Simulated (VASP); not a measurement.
# SiC (P6_3mc) in VASP: further runs

The runs below take SiC through single point, relaxation of cell and atoms, with r2SCAN.

All numbers are computed with VASP 6.6.1; they aren't measurements. Logs are shortened: lines on timing, memory, paths and dates and some standing lists are left out, and cuts for length are marked.

## (1) The cell of the first run

The structure is hexagonal, space group P6_3mc (No. 186). The conventional cell has a = 3.076 Å, b = 3.076 Å, c = 10.071 Å, α = 90.00°, β = 90.00°, γ = 120.00°. Within 2.5 Å of Si (site symmetry 3m) lie 4 C at 1.88 to 1.89 Å. Within 2.5 Å of Si (site symmetry 3m) lie 4 C at 1.88 to 1.89 Å. Within 2.5 Å of C (site symmetry 3m) lie 4 Si at 1.88 to 1.89 Å. C (site symmetry 3m) has 4 Si at 1.88 to 1.89 Å within 2.5 Å.

## (2) Single point, r2SCAN

POSCAR

```
SiC
1.0
    3.0756941497      0.0000000000      0.0000000000
   -1.5378470748      2.6636292679      0.0000000000
    0.0000000000      0.0000000000     10.0706464800
Si C
4 4
Direct
    0.6666666700      0.3333333300      0.9378419800
    0.3333333300      0.6666666700      0.4378419800
    0.0000000000      0.0000000000      0.6878943800
    0.0000000000      0.0000000000      0.1878943800
    0.6666666700      0.3333333300      0.7498025900
    0.3333333300      0.6666666700      0.2498025900
    0.0000000000      0.0000000000      0.5004600500
    0.0000000000      0.0000000000      0.0004600500
```

INCAR.step1

```
  PREC = Accurate
  ENCUT = 660
  ISMEAR = 0
  SIGMA = 0.1
  LREAL = F
  LASPH = T
  NELM = 120
  NBANDS = 26
  GGA = PE
  ALGO = Normal
  EDIFF = 1E-5
  LWAVE = T
  LCHARG = F
  GGA_COMPAT = F
```

INCAR.step2

```
  PREC = Accurate
  ENCUT = 660
  EDIFF = 1E-6
  ISMEAR = 0
  SIGMA = 0.1
  LREAL = F
  LASPH = T
  NELM = 120
  ALGO = Normal
  ISIF = 2
  LWAVE = F
  LCHARG = F
  METAGGA = R2SCAN
  LMIXTAU = T
  NBANDS = 26
  ISTART = 1
  GGA_COMPAT = F
```

KPOINTS

```
Automatic mesh
0
Gamma
  6 6 2
```

Potentials or basis: VASP PAW PBE potentials, release 64 (Si, C).

Launch:

```sh
$ cat potpaw_PBE.64/Si/POTCAR potpaw_PBE.64/C/POTCAR > POTCAR
$ cp INCAR.step1 INCAR
$ mpirun -np 1 vasp_std > vasp.out
$ cp INCAR.step2 INCAR
$ mpirun -np 1 vasp_std > vasp.out
```

OUTCAR:

```text
PREC = Accurate
   ENCUT = 660
   EDIFF = 1E-6
   ISMEAR = 0
   LREAL = F
   LASPH = T
   NELM = 120
   ISIF = 2
   METAGGA = R2SCAN
   ISTART = 1

 ion  position               nearest neighbor table
   1  0.667  0.333  0.938-   8 1.88   8 1.88   8 1.88   5 1.89   3 3.08   3 3.08   3 3.08   4 3.08
                             4 3.08   4 3.08
   2  0.333  0.667  0.438-   7 1.88   7 1.88   7 1.88   6 1.89   4 3.08   4 3.08   4 3.08   3 3.08
                             3 3.08   3 3.08
   3  0.000  0.000  0.688-   5 1.88   5 1.88   5 1.88   7 1.89   1 3.08   1 3.08   1 3.08   2 3.08
                             2 3.08   2 3.08
   4  0.000  0.000  0.188-   6 1.88   6 1.88   6 1.88   8 1.89   2 3.08   2 3.08   2 3.08   1 3.08
                             1 3.08   1 3.08
   5  0.667  0.333  0.750-   3 1.88   3 1.88   3 1.88   1 1.89
   6  0.333  0.667  0.250-   4 1.88   4 1.88   4 1.88   2 1.89
   7  0.000  0.000  0.500-   2 1.88   2 1.88   2 1.88   3 1.89
   8  0.000  0.000  0.000-   1 1.88   1 1.88   1 1.88   4 1.89

  LATTYP: Found a hexagonal cell.
 ALAT       =     3.0756941497
 C/A-ratio  =     3.2742678530

  Lattice vectors:

 A1 = (   3.0756941497,   0.0000000000,   0.0000000000)
 A2 = (  -1.5378470748,   2.6636292679,   0.0000000000)
 A3 = (   0.0000000000,   0.0000000000,  10.0706464800)

Analysis of symmetry for initial positions (statically):
=====================================================================
 Subroutine PRICEL returns:
 Original cell was already a primitive cell.

 Routine SETGRP: Setting up the symmetry group for a
 hexagonal supercell.

 Subroutine GETGRP returns: Found 12 space group operations
 (whereof  6 operations were pure point group operations)
 out of a pool of 24 trial point group operations.

The static configuration has the point symmetry C_3v.
 The point group associated with its full space group is C_6v.

Analysis of symmetry for dynamics (positions and initial velocities):
=====================================================================
 Subroutine PRICEL returns:
 Original cell was already a primitive cell.

 Routine SETGRP: Setting up the symmetry group for a
 hexagonal supercell.

 Subroutine GETGRP returns: Found 12 space group operations
 (whereof  6 operations were pure point group operations)
 out of a pool of 24 trial point group operations.

The dynamic configuration has the point symmetry C_3v.
 The point group associated with its full space group is C_6v.

 Subroutine INISYM returns: Found 12 space group operations
 (whereof  6 operations are pure point group operations),
 and found     1 'primitive' translations

----------------------------------------------------------------------------------------

                                     Primitive cell

  volume of cell :      82.5039

  direct lattice vectors                    reciprocal lattice vectors
     3.075694150  0.000000000  0.000000000     0.325129857  0.187713811  0.000000000
    -1.537847075  2.663629268  0.000000000     0.000000000  0.375427621  0.000000000
     0.000000000  0.000000000 10.070646480     0.000000000  0.000000000  0.099298491

  length of vectors
     3.075694150  3.075694150 10.070646480     0.375427621  0.375427621  0.099298491

  position of ions in fractional coordinates (direct lattice)
     0.666666670  0.333333330  0.937841980
     0.333333330  0.666666670  0.437841980
     0.000000000  0.000000000  0.687894380
     0.000000000  0.000000000  0.187894380
     0.666666670  0.333333330  0.749802590
     0.333333330  0.666666670  0.249802590
     0.000000000  0.000000000  0.500460050
     0.000000000  0.000000000  0.000460050

  ion indices of the primitive-cell ions
   primitive index   ion index
                 1           1
                 2           2
                 3           3
                 4           4
                 5           5
                 6           6
                 7           7
                 8           8

----------------------------------------------------------------------------------------

 KPOINTS: Automatic mesh

Automatic generation of k-mesh.
 Grid dimensions read from file:
 generate k-points for:    6    6    2

 Generating k-lattice:

  Cartesian coordinates                     Fractional coordinates (reciprocal lattice)
     0.054188310  0.031285635  0.000000000     0.166666667  0.000000000  0.000000000
     0.000000000  0.062571270  0.000000000     0.000000000  0.166666667  0.000000000
     0.000000000  0.000000000  0.049649246     0.000000000  0.000000000  0.500000000

  Length of vectors
     0.062571270  0.062571270  0.049649246

  Shift w.r.t. Gamma in fractional coordinates (k-lattice)
     0.000000000  0.000000000  0.000000000

 Subroutine IBZKPT returns following result:
 ===========================================

 Found     14 irreducible k-points:

 Following reciprocal coordinates:
            Coordinates               Weight
  0.000000  0.000000  0.000000      1.000000
  0.166667 -0.000000  0.000000      6.000000
  0.333333  0.000000  0.000000      6.000000
  0.500000  0.000000  0.000000      3.000000
  0.166667  0.166667  0.000000      6.000000
  0.333333  0.166667  0.000000     12.000000
  0.333333  0.333333  0.000000      2.000000
  0.000000  0.000000  0.500000      1.000000
  0.166667 -0.000000  0.500000      6.000000
  0.333333  0.000000  0.500000      6.000000
  0.500000  0.000000  0.500000      3.000000
  0.166667  0.166667  0.500000      6.000000
  0.333333  0.166667  0.500000     12.000000
  0.333333  0.333333  0.500000      2.000000
   k-points           NKPTS =     14   k-points in BZ     NKDIM =     14   number of bands    NBANDS=     26
   number of dos      NEDOS =    301   number of ions     NIONS =      8
   total plane-waves  NPLWV =  65856
   dimension x,y,z NGX =    28 NGY =   28 NGZ =   84
   dimension x,y,z NGXF=    56 NGYF=   56 NGZF=  168
   ions per type =               4   4
   NGX,Y,Z   is equivalent  to a cutoff of  15.13, 15.13, 13.87 a.u.
   NGXF,Y,Z  is equivalent  to a cutoff of  30.27, 30.27, 27.73 a.u.
 SYSTEM =  unknown system
   PREC   = accura    normal or accurate (medium, high low for compatibility)
   ISTART =      1    job   : 0-new  1-cont  2-samecut
   ICHARG =      0    charge: 1-file 2-atom 10-const
   ISPIN  =      1    spin polarized calculation?
   LNONCOLLINEAR =      F non collinear calculations
   LSORBIT =      F    spin-orbit coupling
   LASPH  =      T    aspherical Exc in radial PAW
   ENCUT  =  660.0 eV  48.51 Ry    6.96 a.u.   6.44  6.44 21.10*2*pi/ulx,y,z
   NELM   =    120;   NELMIN=  2; NELMDL=  0     # of ELM steps
   EDIFF  = 0.1E-05   stopping-criterion for ELM
   LREAL  =      F    real-space projection
   EDIFFG = 0.1E-04   stopping-criterion for IOM
   NSW    =      0    number of steps for IOM
   IBRION =     -1    ionic relax: 0-MD 1-quasi-New 2-CG
   NFREE  =      0    steps in history (QN), initial steepest desc. (CG)
   ISIF   =      2    stress and relaxation
   ISYM   =      2    0-nonsym 1-usesym 2-fastsym
   POTIM  = 0.5000    time-step for ionic-motion
   TEBEG  =    0.0;   TEEND  =   0.0 temperature during run
   PSTRESS=    0.0 pullay stress
   NELECT =      32.0000    total number of electrons
   NUPDOWN=      -1.0000    fix difference up-down
   EMIN   =  10.00;   EMAX   =-10.00  energy-range for DOS
   EFERMI =   0.00;   METHOD = LEGACY
   ISMEAR =     0;   SIGMA  =   0.10  broadening in eV -4-tet -1-fermi 0-gaus
   EFERMI_NEDOS =   21; number of points for ismear=-14 and -15
   IALGO  =     38    algorithm
   IMIX   =      4    mixing-type and parameters
     AMIX     =   0.40;   BMIX     =  1.00
     AMIX_MAG =   1.60;   BMIX_MAG =  1.00
  volume/ion in A,a.u.               =      10.31        69.60
  Fermi-wavevector in a.u.,A,eV,Ry     =   1.193897  2.256138 19.393597  1.425389
  Thomas-Fermi vector in A             =   2.329900
   LORBIT       =      0    0 simple, 1 ext, 2 COOP (PROOUT), +10 PAW based schemes
   METAGGA = R2SCAN    functional components
   LHFCALC =     F    Hartree Fock is set to
   AEXX    =    0.0000 exact exchange contribution
   IVDW    =     0    specifies the selected vdW correction
   LEPSILON=     F    determine dielectric tensor
   LRPA    =     F    only Hartree local field effects (RPA)
 non-spin polarized calculation
 Gauss-broadening in eV      SIGMA  =   0.10
  energy-cutoff  :      660.00
  volume of cell :       82.50
 maximum number of plane-waves:      3211
 NGX is ok and might be reduce to    28
   NGX = 13   NGY = 13   NGZ = 43

 number of electron      31.9999999 magnetization

 Free energy of the ion-electron system (eV)
  ---------------------------------------------------
  ext. energy  EPLUGINS =         0.00000000
  ---------------------------------------------------
  free energy    TOTEN  =       -77.30601580 eV

  energy without entropy =      -77.30601580  energy(sigma->0) =      -77.30601580

 E-fermi :   8.5389     XC(G=0): -11.9438

 val. band max:        8.0900068306   @ k =   0.0000   0.0000   0.0000
 cond. band min:      10.7000221050   @ k =   0.5000   0.0000   0.0000
 fundamental gap:      2.6100152744
 Fermi energy:         8.5389437683

 k-point     1 :       0.0000    0.0000    0.0000
  band No.  band energies     occupation
      1      -8.1951      2.00000
      2      -6.9756      2.00000
      3      -6.9372      2.00000
      4      -4.5580      2.00000
      5      -0.8262      2.00000
      6       3.5189      2.00000
[... 18 lines left out ...]
     25      16.0670      0.00000
     26      16.7310      0.00000

 k-point     2 :       0.1667   -0.0000    0.0000
  band No.  band energies     occupation
      1      -7.6975      2.00000
      2      -6.4974      2.00000
      3      -6.4565      2.00000
      4      -4.1506      2.00000
      5      -0.3755      2.00000
      6       3.5228      2.00000
[... 18 lines left out ...]
     25      16.7962      0.00000
[... 318 lines left out ...]
     25      17.5258      0.00000
     26      17.5258      0.00000

 k-point    14 :       0.3333    0.3333    0.5000
  band No.  band energies     occupation
      1      -3.5079      2.00000
      2      -3.5079      2.00000
      3      -3.4359      2.00000
      4      -3.4359      2.00000
      5       0.4746      2.00000
      6       0.4746      2.00000
[... 18 lines left out ...]
     25      19.2335      0.00000
     26      19.2336      0.00000

------------------------ aborting loop because EDIFF is reached ----------------------------------------

  FORCE on cell =-STRESS in cart. coord.  units (eV):
  Direction    XX          YY          ZZ          XY          YZ          ZX
  --------------------------------------------------------------------------------------
  -------------------------------------------------------------------------------------
  Total        0.0349306      0.0349306     -0.0391806      0.0000000      0.0000000      0.0000000
  in kB        0.6783328      0.6783328     -0.7608645      0.0000000      0.0000000      0.0000000
  external PRESSURE =       0.1986004 kB  Pullay stress =       0.0000000 kB

 VOLUME and BASIS-vectors are now :
 -----------------------------------------------------------------------------
  energy-cutoff  :      660.00
  volume of cell :       82.50
      direct lattice vectors                 reciprocal lattice vectors
     3.075694150  0.000000000  0.000000000     0.325129857  0.187713811  0.000000000
    -1.537847075  2.663629268  0.000000000     0.000000000  0.375427621  0.000000000
     0.000000000  0.000000000 10.070646480     0.000000000  0.000000000  0.099298491

 POSITION                                       TOTAL-FORCE (eV/Angst)
 -----------------------------------------------------------------------------------
      1.53785      0.88788      9.44468         0.000000     -0.000000      0.004938
     -0.00000      1.77575      4.40935        -0.000000      0.000000      0.004938
      0.00000      0.00000      6.92754         0.000000     -0.000000      0.002443
      0.00000      0.00000      1.89222         0.000000     -0.000000      0.002443
      1.53785      0.88788      7.55100        -0.000000      0.000000     -0.005349
     -0.00000      1.77575      2.51567         0.000000     -0.000000     -0.005349
      0.00000      0.00000      5.03996         0.000000     -0.000000     -0.002032
      0.00000      0.00000      0.00463        -0.000000     -0.000000     -0.002032
 -----------------------------------------------------------------------------------
    total drift:                                0.000000      0.000000     -0.000530

  FREE ENERGIE OF THE ION-ELECTRON SYSTEM (eV)
  ---------------------------------------------------
  free  energy   TOTEN  =       -77.3060158030 eV

  energy  without entropy=      -77.3060158030  energy(sigma->0) =      -77.30601580
```

It took 5.1 min on 1 thread of Oxide Virtual Turin-like, shared host; peak memory 0.23 GiB.

What came out:

```yaml
Free_energy: -77.3060 eV
Pressure: 0.0 GPa
Largest_force: 0.005 eV/Å
Band_gap_on_the_k_mesh: 2.61 eV (least direct gap 3.79 eV)
```

Forces on the atoms (eV/Å):
```
Si   0.000  0.000  0.005
Si   0.000  0.000  0.005
Si   0.000  0.000  0.002
Si   0.000  0.000  0.002
C    0.000  0.000 -0.005
C    0.000  0.000 -0.005
C    0.000  0.000 -0.002
C    0.000  0.000 -0.002
```

Caveat: the PAW data sets were made with another functional, which shifts forces and pressure a little.

## (3) Single point, r2SCAN

POSCAR

```
SiC
1.0
    3.0776523347      0.0000000000      0.0000000000
   -1.5388261673      2.6653251059      0.0000000000
    0.0000000000      0.0000000000     10.0762240375
Si C
4 4
Direct
    0.6666666667      0.3333333333      0.9378406318
    0.3333333333      0.6666666667      0.4378406318
    0.0000000000      0.0000000000      0.6878967286
    0.0000000000      0.0000000000      0.1878967286
    0.6666666667      0.3333333333      0.7498007013
    0.3333333333      0.6666666667      0.2498007013
    0.0000000000      0.0000000000      0.5004609383
    0.0000000000      0.0000000000      0.0004609383
```

INCAR.step1

```
SYSTEM = SiC
ALGO = Normal
EDIFF = 1E-5
ENCUT = 660
GGA = PE
GGA_COMPAT = .False.
ISMEAR = 0
LASPH = .True.
LCHARG = .False.
LREAL = .False.
LWAVE = .True.
NBANDS = 26
NELM = 120
PREC = Accurate
SIGMA = 0.02
```

INCAR.step2

```
SYSTEM = SiC
ALGO = Normal
EDIFF = 1E-6
ENCUT = 660
GGA_COMPAT = .False.
ISIF = 2
ISMEAR = 0
ISTART = 1
LASPH = .True.
LCHARG = .False.
LMIXTAU = .True.
LREAL = .False.
LWAVE = .False.
METAGGA = R2SCAN
NBANDS = 26
NELM = 120
PREC = Accurate
SIGMA = 0.02
```

KPOINTS

```
k-points
0
Gamma
  9 9 4
  0 0 0
```

Potentials or basis: VASP PAW PBE potentials, release 64 (Si, C).

Launch:

```sh
$ cat potpaw_PBE.64/Si/POTCAR potpaw_PBE.64/C/POTCAR > POTCAR
$ cp INCAR.step1 INCAR
$ mpirun -np 1 vasp_std > vasp.out
$ cp INCAR.step2 INCAR
$ mpirun -np 1 vasp_std > vasp.out
```

Wall time 12 min (1 thread of Oxide Virtual Turin-like, shared host); peak memory 0.27 GiB.

Results (log left out):

- Free energy: -77.3255 eV
- Pressure: -0.4 GPa
- Band gap on the k mesh: 2.73 eV (least direct gap 3.88 eV)

Levels at points of the mesh, in eV from the valence-band top:
```tsv
k point	band 13	band 14	band 15	band 16	band 17	band 18	band 19	band 20
(0.00, 0.00, 0.00)	-0.61	-0.05	0.00	0.00	5.67	6.26	6.89	6.91
(0.00, 0.00, 0.50)	-0.22	-0.22	-0.22	-0.22	5.88	5.88	7.37	7.37
```

Caveat: the PAW data sets were made with another functional, which shifts forces and pressure a little. A k mesh can miss the band edges.

## (4) Relaxation of cell and atoms, r2SCAN

POSCAR

```
SiC
1.0
    3.0756941497      0.0000000000      0.0000000000
   -1.5378470748      2.6636292679      0.0000000000
    0.0000000000      0.0000000000     10.0706464800
Si C
4 4
Direct
    0.6666666700      0.3333333300      0.9378419800
    0.3333333300      0.6666666700      0.4378419800
    0.0000000000      0.0000000000      0.6878943800
    0.0000000000      0.0000000000      0.1878943800
    0.6666666700      0.3333333300      0.7498025900
    0.3333333300      0.6666666700      0.2498025900
    0.0000000000      0.0000000000      0.5004600500
    0.0000000000      0.0000000000      0.0004600500
```

INCAR.step1

```
PREC = Accurate
ENCUT = 660
ISMEAR = 0
SIGMA = 0.02
LREAL = False
LASPH = True
NELM = 120
GGA = PE
ALGO = Normal
EDIFF = 1E-5
LWAVE = True
LCHARG = False
GGA_COMPAT = False
IBRION = 2
ISIF = 3
EDIFFG = -0.005
NELMIN = 4
NSW = 100
```

INCAR.step2

```
PREC = Accurate
ENCUT = 660
EDIFF = 1E-7
ISMEAR = 0
SIGMA = 0.02
LREAL = False
LASPH = True
NELM = 120
ALGO = Normal
ISIF = 3
LWAVE = False
LCHARG = False
METAGGA = R2SCAN
LMIXTAU = True
IBRION = 2
NSW = 100
EDIFFG = -0.002
ISTART = 1
GGA_COMPAT = False
NELMIN = 4
```

KPOINTS

```
Automatic mesh
0
Gamma
  9 9 4
```

Launch:

```sh
$ cat potpaw_PBE.64/Si/POTCAR potpaw_PBE.64/C/POTCAR > POTCAR
$ cp INCAR.step1 INCAR
$ mpirun -np 1 vasp_std > vasp.out
$ cp INCAR.step2 INCAR
$ mpirun -np 1 vasp_std > vasp.out
```

Wall time 15 min (1 thread of Oxide Virtual Turin-like, shared host); peak memory 0.26 GiB.

Results (log left out):

| Item | Value |
| --- | --- |
| Free energy | -77.3255 eV |
| Pressure after relaxing | 0.0 GPa |
| Band gap on the k mesh | 2.73 eV (least direct gap 3.88 eV) |

Final structure:
```xyz
8
Lattice="3.0757 0.0000 0.0000 -1.5378 2.6636 0.0000 0.0000 0.0000 10.0706" Properties=species:S:1:pos:R:3 pbc="T T T"
Si    1.5378    0.8879    9.4447
Si    0.0000    1.7758    4.4094
Si    0.0000    0.0000    6.9275
Si    0.0000    0.0000    1.8922
C     1.5378    0.8879    7.5510
C     0.0000    1.7758    2.5157
C     0.0000    0.0000    5.0400
C     0.0000    0.0000    0.0046
```

Levels at points of the mesh, in eV from the valence-band top:
```tsv
k point	band 13	band 14	band 15	band 16	band 17	band 18	band 19	band 20
(0.00, 0.00, 0.00)	-0.61	-0.05	0.00	0.00	5.68	6.28	6.91	6.93
(0.00, 0.00, 0.50)	-0.22	-0.22	-0.22	-0.22	5.90	5.90	7.39	7.39
```

Caveat: the PAW data sets were made with another functional, which shifts forces and pressure a little. A k mesh can miss the band edges.

## (5) Summary

| task | cell | k mesh | smearing | gap on the mesh (eV) | pressure (GPa) |
| --- | --- | --- | --- | --- | --- |
| single point | a = 3.076, b = 3.076, c = 10.071 Å, angles 90.0, 90.0, 120.0°, 8 atoms | 6 × 6 × 2 | gaussian 0.1 eV | 2.61 | 0.0 |
| single point | a = 3.078, b = 3.078, c = 10.076 Å, angles 90.0, 90.0, 120.0°, 8 atoms | 9 × 9 × 4 | gaussian 0.02 eV | 2.73 | -0.4 |
| relaxation of cell and atoms | relaxed from a = 3.076, b = 3.076, c = 10.071 Å, angles 90.0, 90.0, 120.0°, 8 atoms | 9 × 9 × 4 | gaussian 0.02 eV | 2.73 | 0.0 |

Alike in all rows: level r2SCAN; potentials or basis VASP PAW PBE potentials, release 64 (Si, C); no spin polarisation; cutoff (eV) 660.

Caveats: the PAW data sets were made with another functional, which shifts forces and pressure a little.

Total energies depend on the potentials used, so only differences within one code and one set of settings carry meaning.
